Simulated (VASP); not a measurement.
# Cl (P4_2/ncm) in VASP: settings compared

Aim: see how the results for Cl move with the level of theory and the settings. Levels: PBE, r2SCAN. Tasks: electric field gradients.

Program: VASP 6.6.1. These are calculated values, not measurements. Logs are shortened: lines on timing, memory, paths and dates and some standing lists are left out, and cuts for length are marked.

### 1 The cell of the first run

Symmetry: P4_2/ncm, No. 138, tetragonal system. The conventional cell has a = 10.816 Å, b = 10.816 Å, c = 8.780 Å, α = 90.00°, β = 90.00°, γ = 90.00°. Within 2.6 Å of Cl (site symmetry 1) lie 1 Cl at 1.98 Å.

### 2 Electric field gradients, PBE

INCAR reads:

```
SYSTEM = Cl
  ALGO = Normal
  EDIFF = 1E-8
  ENCUT = 520
  GGA = PE
  ISIF = 2
  ISMEAR = -1
  LASPH = .True.
  LCHARG = .False.
  LEFG = .True.
  LREAL = Auto
  LWAVE = .False.
  NBANDS = 70
  NELM = 100
  PREC = Accurate
  SIGMA = 0.05
```

KPOINTS reads:

```
k-points
0
Gamma
  3 3 4
  0 0 0
```

POSCAR reads:

```
Cl
1.0
   10.8155482400      0.0000000000      0.0000000000
    0.0000000000     10.8155482400      0.0000000000
    0.0000000000      0.0000000000      8.7799425200
Cl
16
Direct
    0.5974316100      0.3573416900      0.6441277800
    0.9025683900      0.8573416900      0.3558722200
    0.8573416900      0.0974316100      0.6441277800
    0.1426583100      0.9025683900      0.6441277800
    0.0974316100      0.8573416900      0.8558722200
    0.4025683900      0.3573416900      0.1441277800
    0.9025683900      0.1426583100      0.8558722200
    0.5974316100      0.6426583100      0.1441277800
    0.8573416900      0.9025683900      0.1441277800
    0.4025683900      0.6426583100      0.6441277800
    0.6426583100      0.4025683900      0.8558722200
    0.3573416900      0.4025683900      0.3558722200
    0.6426583100      0.5974316100      0.3558722200
    0.3573416900      0.5974316100      0.8558722200
    0.0974316100      0.1426583100      0.3558722200
    0.1426583100      0.0974316100      0.1441277800
```

Potentials or basis: VASP PAW PBE potentials, release 64 (Cl).

On the command line:

```bash
$ cat potpaw_PBE.64/Cl/POTCAR > POTCAR
$ mpirun -np 1 vasp_std > vasp.out
```

OUTCAR:

```text
SYSTEM = Cl
   EDIFF = 1E-8
   ENCUT = 520
   GGA = PE
   ISIF = 2
   ISMEAR = -1
   LASPH = .True.
   LREAL = Auto
   NELM = 100
   PREC = Accurate

 ion  position               nearest neighbor table
   1  0.597  0.357  0.644-  11 1.98
   2  0.903  0.857  0.356-   9 1.98
   3  0.857  0.097  0.644-   7 1.98
   4  0.143  0.903  0.644-   5 1.98
   5  0.097  0.857  0.856-   4 1.98
   6  0.403  0.357  0.144-  12 1.98
[... 8 lines left out ...]
  15  0.097  0.143  0.356-  16 1.98
  16  0.143  0.097  0.144-  15 1.98

  LATTYP: Found a simple tetragonal cell.
 ALAT       =    10.8155482400
 C/A-ratio  =     0.8117889473

  Lattice vectors:

 A1 = (  10.8155482400,   0.0000000000,   0.0000000000)
 A2 = (   0.0000000000,  10.8155482400,   0.0000000000)
 A3 = (   0.0000000000,   0.0000000000,   8.7799425200)

Analysis of symmetry for initial positions (statically):
=====================================================================
 Subroutine PRICEL returns:
 Original cell was already a primitive cell.

 Routine SETGRP: Setting up the symmetry group for a
 simple tetragonal supercell.

 Subroutine GETGRP returns: Found 16 space group operations
 (whereof  4 operations were pure point group operations)
 out of a pool of 16 trial point group operations.

The static configuration has the point symmetry S_4 .
 The point group associated with its full space group is D_4h.

Analysis of symmetry for dynamics (positions and initial velocities):
=====================================================================
 Subroutine PRICEL returns:
 Original cell was already a primitive cell.

 Routine SETGRP: Setting up the symmetry group for a
 simple tetragonal supercell.

 Subroutine GETGRP returns: Found 16 space group operations
 (whereof  4 operations were pure point group operations)
 out of a pool of 16 trial point group operations.

The dynamic configuration has the point symmetry S_4 .
 The point group associated with its full space group is D_4h.

 Subroutine INISYM returns: Found 16 space group operations
 (whereof  4 operations are pure point group operations),
 and found     1 'primitive' translations

----------------------------------------------------------------------------------------

                                     Primitive cell

  volume of cell :    1027.0433

  direct lattice vectors                    reciprocal lattice vectors
    10.815548240  0.000000000  0.000000000     0.092459483  0.000000000  0.000000000
     0.000000000 10.815548240  0.000000000     0.000000000  0.092459483  0.000000000
     0.000000000  0.000000000  8.779942520     0.000000000  0.000000000  0.113895962

  length of vectors
    10.815548240 10.815548240  8.779942520     0.092459483  0.092459483  0.113895962

  position of ions in fractional coordinates (direct lattice)
     0.597431610  0.357341690  0.644127780
     0.902568390  0.857341690  0.355872220
     0.857341690  0.097431610  0.644127780
     0.142658310  0.902568390  0.644127780
     0.097431610  0.857341690  0.855872220
     0.402568390  0.357341690  0.144127780
[... 8 lines left out ...]
     0.097431610  0.142658310  0.355872220
     0.142658310  0.097431610  0.144127780

  ion indices of the primitive-cell ions
   primitive index   ion index
                 1           1
                 2           2
                 3           3
                 4           4
                 5           5
                 6           6
[... 8 lines left out ...]
                15          15
                16          16

----------------------------------------------------------------------------------------

 KPOINTS: k-points

Automatic generation of k-mesh.
 Grid dimensions read from file:
 generate k-points for:    3    3    4
[... 48 lines left out ...]
   EDIFF  = 0.1E-07   stopping-criterion for ELM
   LREAL  =      T    real-space projection
   EDIFFG = 0.1E-06   stopping-criterion for IOM
   NSW    =      0    number of steps for IOM
   IBRION =     -1    ionic relax: 0-MD 1-quasi-New 2-CG
   NFREE  =      0    steps in history (QN), initial steepest desc. (CG)
   ISIF   =      2    stress and relaxation
   ISYM   =      2    0-nonsym 1-usesym 2-fastsym
   POTIM  = 0.5000    time-step for ionic-motion
   TEBEG  =    0.0;   TEEND  =   0.0 temperature during run
   PSTRESS=    0.0 pullay stress
   NELECT =     112.0000    total number of electrons
   NUPDOWN=      -1.0000    fix difference up-down
   EMIN   =  10.00;   EMAX   =-10.00  energy-range for DOS
   EFERMI =   0.00;   METHOD = LEGACY
   ISMEAR =    -1;   SIGMA  =   0.05  broadening in eV -4-tet -1-fermi 0-gaus
   EFERMI_NEDOS =   21; number of points for ismear=-14 and -15
   IALGO  =     38    algorithm
   IMIX   =      4    mixing-type and parameters
     AMIX     =   0.40;   BMIX     =  1.00
     AMIX_MAG =   1.60;   BMIX_MAG =  1.00
  volume/ion in A,a.u.               =      64.19       433.18
  Fermi-wavevector in a.u.,A,eV,Ry     =   0.782140  1.478031  8.323272  0.611743
  Thomas-Fermi vector in A             =   1.885802
   LORBIT       =      0    0 simple, 1 ext, 2 COOP (PROOUT), +10 PAW based schemes
   GGA     = PE    functional components
   LHFCALC =     F    Hartree Fock is set to
   AEXX    =    0.0000 exact exchange contribution
   IVDW    =     0    specifies the selected vdW correction
   LEPSILON=     F    determine dielectric tensor
   LRPA    =     F    only Hartree local field effects (RPA)
 non-spin polarized calculation
  energy-cutoff  :      520.00
  volume of cell :     1027.04
 maximum number of plane-waves:     27684
   NGX = 41   NGY = 41   NGZ = 33

 number of electron     111.9999993 magnetization

 Free energy of the ion-electron system (eV)
  ---------------------------------------------------
  ext. energy  EPLUGINS =         0.00000000
  ---------------------------------------------------
  free energy    TOTEN  =       -29.00103873 eV

  energy without entropy =      -29.00103873  energy(sigma->0) =      -29.00103873

 E-fermi :  -2.7463     XC(G=0):  -4.5480

 val. band max:       -3.9786005158   @ k =   0.3333   0.3333   0.0000
 cond. band min:      -1.4265414074   @ k =   0.0000   0.0000   0.0000
 fundamental gap:      2.5520591083
 Fermi energy:        -2.7463031467

 k-point     1 :       0.0000    0.0000    0.0000
  band No.  band energies     occupation
      1     -20.7831      2.00000
      2     -20.7571      2.00000
      3     -20.7180      2.00000
      4     -20.6960      2.00000
      5     -20.6960      2.00000
      6     -20.6916      2.00000
[... 628 lines left out ...]
     67       2.7637      0.00000
     68       2.8987      0.00000
 [bands above 68 left out]

------------------------ aborting loop because EDIFF is reached ----------------------------------------

  FORCE on cell =-STRESS in cart. coord.  units (eV):
  Direction    XX          YY          ZZ          XY          YZ          ZX
  --------------------------------------------------------------------------------------
  -------------------------------------------------------------------------------------
  Total        1.0256559      1.0256559      4.0935525      0.0000000      0.0000000      0.0000000
  in kB        1.6000131      1.6000131      6.3859012      0.0000000      0.0000000      0.0000000
  external PRESSURE =       3.1953091 kB  Pullay stress =       0.0000000 kB

 VOLUME and BASIS-vectors are now :
 -----------------------------------------------------------------------------
  energy-cutoff  :      520.00
  volume of cell :     1027.04
      direct lattice vectors                 reciprocal lattice vectors
    10.815548240  0.000000000  0.000000000     0.092459483  0.000000000  0.000000000
     0.000000000 10.815548240  0.000000000     0.000000000  0.092459483  0.000000000
     0.000000000  0.000000000  8.779942520     0.000000000  0.000000000  0.113895962

 POSITION                                       TOTAL-FORCE (eV/Angst)
 -----------------------------------------------------------------------------------
      6.46155      3.86485      5.65540        -0.049216     -0.083810     -0.233932
      9.76177      9.27262      3.12454         0.049216     -0.083810      0.233932
      9.27262      1.05378      5.65540        -0.083810     -0.049216     -0.233932
      1.54293      9.76177      5.65540         0.083810      0.049216     -0.233932
      1.05378      9.27262      7.51451        -0.049216     -0.083810      0.233932
      4.35400      3.86485      1.26543         0.049216     -0.083810     -0.233932
[... 8 lines left out ...]
      1.05378      1.54293      3.12454        -0.049216      0.083810      0.233932
      1.54293      1.05378      1.26543         0.083810     -0.049216     -0.233932
 -----------------------------------------------------------------------------------
    total drift:                                0.000000      0.000000      0.000000

  FREE ENERGIE OF THE ION-ELECTRON SYSTEM (eV)
  ---------------------------------------------------
  free  energy   TOTEN  =       -29.0010387297 eV

  energy  without entropy=      -29.0010387296  energy(sigma->0) =      -29.00103873

 Electric field gradients (V/A^2)
---------------------------------------------------------------------
 ion       V_xx      V_yy      V_zz      V_xy      V_xz      V_yz
---------------------------------------------------------------------
   1    -222.343  -224.559   446.902    53.800   190.409   184.330
   2    -222.343  -224.559   446.902   -53.800   190.409  -184.330
   3    -224.559  -222.343   446.902    53.800   184.330   190.409
   4    -224.559  -222.343   446.902    53.800  -184.330  -190.409
   5    -222.343  -224.559   446.902    53.800  -190.409  -184.330
   6    -222.343  -224.559   446.902   -53.800  -190.409   184.330
[... 8 lines left out ...]
  15    -222.343  -224.559   446.902   -53.800  -190.409   184.330
  16    -224.559  -222.343   446.902   -53.800  -184.330   190.409
---------------------------------------------------------------------

 Electric field gradients after diagonalization (V/A^2)
 (convention: |V_zz| > |V_xx| > |V_yy|)
----------------------------------------------------------------------
 ion       V_xx      V_yy      V_zz     asymmetry (V_yy - V_xx)/ V_zz
----------------------------------------------------------------------
   1    -277.297  -267.861   545.158       0.017
   2    -277.297  -267.861   545.158       0.017
   3    -277.297  -267.861   545.158       0.017
   4    -277.297  -267.861   545.158       0.017
   5    -277.297  -267.861   545.158       0.017
   6    -277.297  -267.861   545.158       0.017
[... 8 lines left out ...]
  15    -277.297  -267.861   545.158       0.017
  16    -277.297  -267.861   545.158       0.017
----------------------------------------------------------------------

           NMR quadrupolar parameters

 Cq : quadrupolar parameter    Cq=e*Q*V_zz/h
 eta: asymmetry parameters     (V_yy - V_xx)/ V_zz
 Q  : nuclear electric quadrupole moment in mb (millibarn)
----------------------------------------------------------------------
 ion       Cq(MHz)       eta       Q (mb)
----------------------------------------------------------------------
   1       1.318       0.017       1.000
   2       1.318       0.017       1.000
   3       1.318       0.017       1.000
   4       1.318       0.017       1.000
   5       1.318       0.017       1.000
   6       1.318       0.017       1.000
[... 8 lines left out ...]
  15       1.318       0.017       1.000
  16       1.318       0.017       1.000
----------------------------------------------------------------------
```

Run time: 22 min. Hardware: 1 thread of Intel Xeon Platinum 8259CL at 2.50GHz (Skylake/Cascade Lake), shared host; peak memory 1 GiB.

What came out:

- Free energy: -29.0010 eV
- Pressure: 0.3 GPa
- Largest force: 0.253 eV/Å
- Band gap on the k mesh: 2.55 eV, indirect (the least direct gap lies 3.5 meV higher)

Forces on the atoms (eV/Å):
```
Cl  -0.049 -0.084 -0.234
Cl   0.049 -0.084  0.234
Cl  -0.084 -0.049 -0.234
Cl   0.084  0.049 -0.234
Cl  -0.049 -0.084  0.234
Cl   0.049 -0.084 -0.234
Cl   0.049  0.084  0.234
Cl  -0.049  0.084 -0.234
Cl  -0.084  0.049 -0.234
Cl   0.049  0.084 -0.234
Cl   0.084  0.049  0.234
Cl  -0.084  0.049  0.234
Cl   0.084 -0.049  0.234
Cl  -0.084 -0.049  0.234
Cl  -0.049  0.084  0.234
Cl   0.084 -0.049 -0.234
```

Levels at points of the mesh, in eV from the valence-band top:
```
           k point  band 54  band 55  band 56  band 57  band 58  band 59
(0.00, 0.00, 0.00)    -0.24     0.00     0.00     2.55     2.64     2.77
(0.00, 0.00, 0.50)    -0.22    -0.04    -0.04     2.68     2.68     2.73
```

Electric field gradients, principal values (V/Å²):
| atom | least | middle | greatest (by size) |
| --- | --- | --- | --- |
| 1 Cl | -267.861 | -277.297 | 545.158 |
| 2 Cl | -267.861 | -277.297 | 545.158 |
| 3 Cl | -267.861 | -277.297 | 545.158 |
| 4 Cl | -267.861 | -277.297 | 545.158 |
| 5 Cl | -267.861 | -277.297 | 545.158 |
| 6 Cl | -267.861 | -277.297 | 545.158 |
| 7 Cl | -267.861 | -277.297 | 545.158 |
| 8 Cl | -267.861 | -277.297 | 545.158 |
| 9 Cl | -267.861 | -277.297 | 545.158 |
| 10 Cl | -267.861 | -277.297 | 545.158 |
| 11 Cl | -267.861 | -277.297 | 545.158 |
| 12 Cl | -267.861 | -277.297 | 545.158 |
| 13 Cl | -267.861 | -277.297 | 545.158 |
| 14 Cl | -267.861 | -277.297 | 545.158 |
| 15 Cl | -267.861 | -277.297 | 545.158 |
| 16 Cl | -267.861 | -277.297 | 545.158 |

Caveat: without QUAD_EFG the Cq values of the log hold for a quadrupole moment of 1 mb, not for the nuclei.

### 3 Electric field gradients, r2SCAN

POSCAR is that of step 2.

INCAR.step1 reads:

```
SYSTEM = Cl
PREC = Accurate
ENCUT = 520
ISMEAR = -1
SIGMA = 0.05
LREAL = Auto
LASPH = .True.
NELM = 100
NBANDS = 70
GGA = PE
ALGO = Normal
EDIFF = 1E-4
LWAVE = .True.
LCHARG = .False.
```

INCAR.step2 reads:

```
SYSTEM = Cl
PREC = Accurate
ENCUT = 520
EDIFF = 1E-8
ISMEAR = -1
SIGMA = 0.05
LREAL = Auto
LASPH = .True.
NELM = 100
ALGO = Normal
ISIF = 2
LWAVE = .False.
LCHARG = .False.
METAGGA = R2SCAN
LMIXTAU = .True.
LEFG = .True.
NBANDS = 70
ISTART = 1
```

KPOINTS reads:

```
Automatic mesh
0
Gamma
  3 3 4
  0 0 0
```

Potentials or basis: VASP PAW PBE potentials, release 64 (Cl).

On the command line:

```bash
$ cat potpaw_PBE.64/Cl/POTCAR > POTCAR
$ cp INCAR.step1 INCAR
$ mpirun -np 1 vasp_std > vasp.out
$ cp INCAR.step2 INCAR
$ mpirun -np 1 vasp_std > vasp.out
```

OUTCAR:

```text
SYSTEM = Cl
   PREC = Accurate
   ENCUT = 520
   EDIFF = 1E-8
   ISMEAR = -1
   LREAL = Auto
   LASPH = .True.
   NELM = 100
   ISIF = 2
   METAGGA = R2SCAN
   ISTART = 1

 ion  position               nearest neighbor table
   1  0.597  0.357  0.644-  11 1.98
   2  0.903  0.857  0.356-   9 1.98
   3  0.857  0.097  0.644-   7 1.98
   4  0.143  0.903  0.644-   5 1.98
   5  0.097  0.857  0.856-   4 1.98
   6  0.403  0.357  0.144-  12 1.98
[... 8 lines left out ...]
  15  0.097  0.143  0.356-  16 1.98
  16  0.143  0.097  0.144-  15 1.98

  LATTYP: Found a simple tetragonal cell.
 ALAT       =    10.8155482400
 C/A-ratio  =     0.8117889473

[... 904 lines left out ...]
  15    -224.020  -226.799   450.819   -53.823  -192.125   186.095
  16    -226.799  -224.020   450.819   -53.823  -186.095   192.125
---------------------------------------------------------------------

 Electric field gradients after diagonalization (V/A^2)
 (convention: |V_zz| > |V_xx| > |V_yy|)
----------------------------------------------------------------------
 ion       V_xx      V_yy      V_zz     asymmetry (V_yy - V_xx)/ V_zz
----------------------------------------------------------------------
   1    -279.261  -270.712   549.973       0.016
   2    -279.261  -270.712   549.973       0.016
   3    -279.261  -270.712   549.973       0.016
   4    -279.261  -270.712   549.973       0.016
   5    -279.261  -270.712   549.973       0.016
   6    -279.261  -270.712   549.973       0.016
[... 8 lines left out ...]
  15    -279.261  -270.712   549.973       0.016
  16    -279.261  -270.712   549.973       0.016
----------------------------------------------------------------------

           NMR quadrupolar parameters

 Cq : quadrupolar parameter    Cq=e*Q*V_zz/h
 eta: asymmetry parameters     (V_yy - V_xx)/ V_zz
 Q  : nuclear electric quadrupole moment in mb (millibarn)
----------------------------------------------------------------------
 ion       Cq(MHz)       eta       Q (mb)
----------------------------------------------------------------------
   1       1.330       0.016       1.000
   2       1.330       0.016       1.000
   3       1.330       0.016       1.000
   4       1.330       0.016       1.000
   5       1.330       0.016       1.000
   6       1.330       0.016       1.000
[... 8 lines left out ...]
  15       1.330       0.016       1.000
  16       1.330       0.016       1.000
----------------------------------------------------------------------
```

OUTCAR.step1:

```text
SYSTEM = Cl
   PREC = Accurate
   ENCUT = 520
   ISMEAR = -1
   LREAL = Auto
   LASPH = .True.
   NELM = 100
[... 891 lines left out ...]
      4.35400      3.86485      1.26543         0.048051     -0.083445     -0.230170
[... 8 lines left out ...]
      1.05378      1.54293      3.12454        -0.048051      0.083445      0.230170
      1.54293      1.05378      1.26543         0.083445     -0.048051     -0.230170
 -----------------------------------------------------------------------------------
    total drift:                                0.000000      0.000000      0.000000

  FREE ENERGIE OF THE ION-ELECTRON SYSTEM (eV)
  ---------------------------------------------------
  free  energy   TOTEN  =       -29.0010134942 eV

  energy  without entropy=      -29.0010134942  energy(sigma->0) =      -29.00101349
```

Wall time 1.6 h (1 thread of AMD EPYC 7R43 (Zen 3), shared host); peak memory 1.1 GiB.

Results:

```yaml
Free_energy: -97.2473 eV
Pressure: 0.0 GPa
Largest_force: 0.008 eV/Å
Band_gap_on_the_k_mesh: 2.93 eV, indirect (the least direct gap lies 3.4 meV higher)
```

Forces in eV/Å, atoms in the order of the input:
```
Cl  -0.006  0.004 -0.001
Cl   0.006  0.004  0.001
Cl   0.004 -0.006 -0.001
Cl  -0.004  0.006 -0.001
Cl  -0.006  0.004  0.001
Cl   0.006  0.004 -0.001
Cl   0.006 -0.004  0.001
Cl  -0.006 -0.004 -0.001
Cl   0.004  0.006 -0.001
Cl   0.006 -0.004 -0.001
Cl  -0.004  0.006  0.001
Cl   0.004  0.006  0.001
Cl  -0.004 -0.006  0.001
Cl   0.004 -0.006  0.001
Cl  -0.006 -0.004  0.001
Cl  -0.004 -0.006 -0.001
```

Electric field gradients, principal values (V/Å²):
```
 atom     least    middle  greatest (by size)
 1 Cl  -270.712  -279.261             549.973
 2 Cl  -270.712  -279.261             549.973
 3 Cl  -270.712  -279.261             549.973
 4 Cl  -270.712  -279.261             549.973
 5 Cl  -270.712  -279.261             549.973
 6 Cl  -270.712  -279.261             549.973
 7 Cl  -270.712  -279.261             549.973
 8 Cl  -270.712  -279.261             549.973
 9 Cl  -270.712  -279.261             549.973
10 Cl  -270.712  -279.261             549.973
11 Cl  -270.712  -279.261             549.973
12 Cl  -270.712  -279.261             549.973
13 Cl  -270.712  -279.261             549.973
14 Cl  -270.712  -279.261             549.973
15 Cl  -270.712  -279.261             549.973
16 Cl  -270.712  -279.261             549.973
```

Caveat: without QUAD_EFG the Cq values of the log hold for a quadrupole moment of 1 mb, not for the nuclei; the PAW data sets were made with another functional, which shifts forces and pressure a little. r2SCAN opens gaps a little over a GGA but as a rule still falls short of measured ones.
